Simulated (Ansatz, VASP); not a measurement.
# Rb3Si2 in VASP and in Ansatz

Contents of INCAR:

```
SYSTEM = Rb3Si2
ALGO = Normal ; EDIFF = 1E-6
EDIFFG = -0.04 ; ENCUT = 600
GGA = PE ; IBRION = 2
ISIF = 3 ; ISMEAR = 0
LASPH = .TRUE. ; LCHARG = .FALSE.
LREAL = .FALSE. ; LWAVE = .FALSE.
NELM = 80 ; NSW = 90
PREC = Accurate ; SIGMA = 0.1
```

Contents of KPOINTS:

```
k-points
0
G
  6 6 2
  0 0 0
```

File POSCAR:

```
Rb3Si2
1.0
    4.1213552600      0.0000000000      0.0000000000
   -2.0606776300      3.5691983500      0.0000000000
    0.0000000000      0.0000000000      7.5102464600
Rb Si
3 2
Direct
    0.5000000000      0.0000000000      0.5000000000
    0.0000000000      0.5000000000      0.5000000000
    0.5000000000      0.5000000000      0.5000000000
    0.0000000000      0.0000000000      0.8513043900
    0.0000000000      0.0000000000      0.1486956100
```

Input for Ansatz:

```yaml
crystal:
  lattice:
    - [4.12135526, 0.0, 0.0]
    - [-2.06067763, 3.56919835, 0.0]
    - [0.0, 0.0, 7.51024646]
  atoms:
    - { symbol: Rb, position: [0.5, 0.0, 0.5] }
    - { symbol: Rb, position: [0.0, 0.5, 0.5] }
    - { symbol: Rb, position: [0.5, 0.5, 0.5] }
    - { symbol: Si, position: [0.0, 0.0, 0.85130439] }
    - { symbol: Si, position: [0.0, 0.0, 0.14869561] }
basis:
  ecutwfc: 420
kpoints:
  mp_grid: { grid: [6, 6, 2] }
hamiltonian:
  xc: pbe
scf:
  occupations: { method: gaussian, width: 0.1 }
  lower_state_search: "off"
output:
  forces: true
  stress: true
  eigenvalues: true
relax:
  adjacent_minimum: "off"
  f_tol: 0.04
  max_steps: 70
  cell: { stress_tol: 0.4 }
```

Alike in both runs: task relaxation of cell and atoms; functional PBE; k mesh 6 × 6 × 2; occupations gaussian, width 0.1 eV; no spin polarisation.

|  | VASP | Ansatz |
| --- | --- | --- |
| version | VASP 6.6.1 | Ansatz 0.2.0 |
| potentials or method | VASP PAW PBE potentials, release 64 (Rb_sv, Si), cutoff 600 eV | scalar-relativistic, plane waves, PAW |
| valence electrons in the cell | 35 | 35 |

|  | VASP | Ansatz | Ansatz less VASP |
| --- | --- | --- | --- |
| gap on the k mesh at the Fermi level, each at its own relaxed structure (eV) | none | none | - |
| relaxed volume (Å³/atom) | 43.79 | 43.77 | -0.015 |
| relaxed length of the cell vector where the two differ most in proportion (Å) | 4.770 | 4.769 | -0.0015 |

A gap of «none» marks a metal or a gap that the smearing closes.

The k mesh is coarse, so the values compare programs but aren't converged. Noted on VASP's run: the volume moved by over 15 % at a fixed basis, so the end points are rough.
